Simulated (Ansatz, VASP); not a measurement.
# MgO in VASP and in Ansatz

```xyz
4
Lattice="3.2599 0.0000 0.0000 -1.6300 2.8232 0.0000 0.0000 0.0000 5.0360" Properties=species:S:1:pos:R:3 pbc="T T T"
Mg    0.0000    1.8821    0.0318
Mg    1.6300    0.9411    2.5498
O     0.0000    1.8821    2.0058
O     1.6300    0.9411    4.5238
```

Change from the starting cell: mode 11 frozen in at +0.000 Å, equal normal strain along x, y and z -0.0167.

Alike in both runs: task single point; functional PBE; k mesh 9 × 9 × 6; occupations gaussian, width 0.05 eV; no spin polarisation.

|  | VASP | Ansatz |
| --- | --- | --- |
| version | VASP 6.6.1 | Ansatz 0.2.0 |
| potentials or method | VASP PAW PBE potentials, release 64 (Mg, O), cutoff 520 eV | scalar-relativistic, plane waves, PAW |
| valence electrons in the cell | 16 | 32 |

Ansatz gave:

| Property | Result |
| --- | --- |
| gap on the k mesh at the Fermi level (eV) | 3.69 |
| least direct gap on the mesh (eV) | 3.69 |
| pressure (GPa) | 6.4 |
| traceless stress, the component that is largest in VASP (GPa) | -0.51 |
| rms of the force components (eV/Å) | 0.019 |

Problem. Which values does VASP return?

Solution. gap on the k mesh at the Fermi level (eV): 3.67; least direct gap on the mesh (eV): 3.67; pressure (GPa): 6.0; traceless stress, the component that is largest in VASP (GPa): -0.49; rms of the force components (eV/Å): 0.019.

Atom by atom the forces differ by 0.001 eV/Å (rms over components). VASP's potentials hold 16 valence electrons a cell and Ansatz's 32, so a difference there can come from the potentials and not from the codes.
